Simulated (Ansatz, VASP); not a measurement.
La in VASP and in Ansatz

Contents of INCAR:

```
SYSTEM = La
PREC = Accurate
ENCUT = 520
EDIFF = 1E-7
ISMEAR = -1
SIGMA = 0.05
LREAL = .FALSE.
LASPH = .TRUE.
NELM = 60
ALGO = Normal
ISIF = 2
LWAVE = .FALSE.
LCHARG = .FALSE.
GGA = PS
NBANDS = 18
```

The input KPOINTS:

```
regular mesh
0
G
  8 8 5
  0 0 0
```

POSCAR

```
La
1.0
    3.8235480841      0.0000000000      0.0000000000
   -1.9117740420      3.3112897734      0.0000000000
    0.0000000000      0.0000000000      6.1890498321
La
2
Direct
    0.6666666667      0.3333333333      0.7500000000
    0.3333333333      0.6666666667      0.2500000000
```

File input.yaml:

```yaml
crystal:
  lattice:
    - [3.8235480841, 0.0, 0.0]
    - [-1.911774042, 3.3112897734, 0.0]
    - [0.0, 0.0, 6.1890498321]
  atoms:
    - { symbol: La, position: [0.6666666667, 0.3333333333, 0.75] }
    - { symbol: La, position: [0.3333333333, 0.6666666667, 0.25] }
hamiltonian:
  xc: pbesol
  pseudopotentials: { kind: paw }
kpoints:
  mp_grid: { grid: [8, 8, 5] }
scf:
  occupations: { method: fermi_dirac, width: 0.05 }
output:
  forces: true
  stress: true
  eigenvalues: true
  write_density: true
  write_potential: true
  elf: true
  volumetric_format: npy
```

Alike in both runs: task single point; functional PBEsol; k mesh 8 × 8 × 5; occupations fermi-dirac, width 0.05 eV; no spin polarisation.

|  | VASP | Ansatz |
| --- | --- | --- |
| version | VASP 6.6.1 | Ansatz 0.2.0 |
| potentials or method | VASP PAW PBE potentials, release 64 (La) | Ansatz PAW |
| plane-wave cutoff (eV) | 520 | 420 |
| valence electrons in the cell | 22 | 22 |

```csv
,VASP,Ansatz,Ansatz less VASP
gap on the k mesh at the Fermi level (eV),none,none,-
pressure (GPa),-2.7,-2.8,-0.02
"traceless stress, the component that is largest in VASP (GPa)",-0.27,-0.29,-0.014
```

VASP's potentials were made for PBE, not for PBEsol. A gap of «none» marks a metal or a gap that the smearing closes.

Neither program's run includes spin-orbit coupling.
